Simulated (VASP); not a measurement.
Here is a VASP 6.6.1 calculation.

File INCAR:

```
SYSTEM = CuO
ALGO     = Normal         ! electronic algorithm
EDIFF    = 1E-6           ! SCF threshold, eV
ENCUT    = 520            ! plane-wave cutoff, eV
GGA      = PE             ! functional
ISIF     = 2              ! what is computed and relaxed
ISMEAR   = -1             ! smearing method
LASPH    = .True.         ! aspherical terms in the spheres
LCHARG   = .False.        ! write CHGCAR
LREAL    = .False.        ! projectors in reciprocal space
LWAVE    = .False.        ! write WAVECAR
NBANDS   = 25             ! bands
NELM     = 60             ! most SCF steps
PREC     = Accurate       ! precision mode
SIGMA    = 0.1            ! smearing width, eV
```

KPOINTS

```
k-points
0
Gamma
  9 9 5
  0 0 0
```

The input POSCAR:

```
CuO
1.0
    2.3418500000     -1.7113000000      0.0000000000
    2.3418500000      1.7113000000      0.0000000000
   -0.8500270000      0.0000000000      5.0578690000
Cu O
2 2
Direct
    0.0000000000      0.5000000000      0.0000000000
    0.5000000000      0.0000000000      0.5000000000
    0.5816000000      0.4184000000      0.2500000000
    0.4184000000      0.5816000000      0.7500000000
```

Potentials or basis: VASP PAW PBE potentials, release 64 (Cu, O).

Command:

```sh
$ cat potpaw_PBE.64/Cu/POTCAR potpaw_PBE.64/O/POTCAR > POTCAR
$ mpirun -np 1 vasp_std > vasp.out
```

Q: What does it give for the band gap on the k mesh?

A: Zero (bands 17 and 18 overlap by 0.55 eV).

Q: Predict the pressure.

A: 6.5 GPa.

Q: Estimate the largest force.

A: 0.217 eV/Å.

Stress tensor (GPa, compression positive):
```
 6.38  0.00 -1.09
 0.00  7.37  0.00
-1.09  0.00  5.88
```

Caveat: the cell stands under pressure; semilocal functionals often make such compounds metallic where correlation or magnetic order opens a gap, which also shifts bond lengths. With open d or f shells a metallic result of PBE can be an artefact of self-interaction; +U or a hybrid may open a gap.
